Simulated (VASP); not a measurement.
Input of a VASP 6.6.1 run:

The input INCAR:

```
SYSTEM = Sc
PREC     = Accurate       ! precision mode
ENCUT    = 520            ! plane-wave cutoff, eV
EDIFF    = 1E-6           ! SCF threshold, eV
ISMEAR   = -1             ! smearing method
SIGMA    = 0.1            ! smearing width, eV
LREAL    = .FALSE.        ! projectors in reciprocal space
LASPH    = .TRUE.         ! aspherical terms in the spheres
NELM     = 100            ! most SCF steps
ALGO     = Normal         ! electronic algorithm
ISIF     = 2              ! what is computed and relaxed
LWAVE    = .FALSE.        ! write WAVECAR
LCHARG   = .FALSE.        ! write CHGCAR
GGA      = PE             ! functional
NBANDS   = 12             ! bands
```

KPOINTS

```
regular mesh
0
G
  14 14 14
  0 0 0
```

POSCAR

```
Sc
1.0
   -1.7900699514      1.7900699514      1.7900699514
    1.7900699514     -1.7900699514      1.7900699514
    1.7900699514      1.7900699514     -1.7900699514
Sc
1
Direct
    0.0000000000      0.0000000000      0.0000000000
```

Potentials or basis: VASP PAW PBE potentials, release 64 (Sc_sv).

Run with:

```bash
$ cat potpaw_PBE.64/Sc_sv/POTCAR > POTCAR
$ mpirun -np 1 vasp_std > vasp.out
```

(1) Predict the pressure.

Results:

(1) 5.1 GPa.
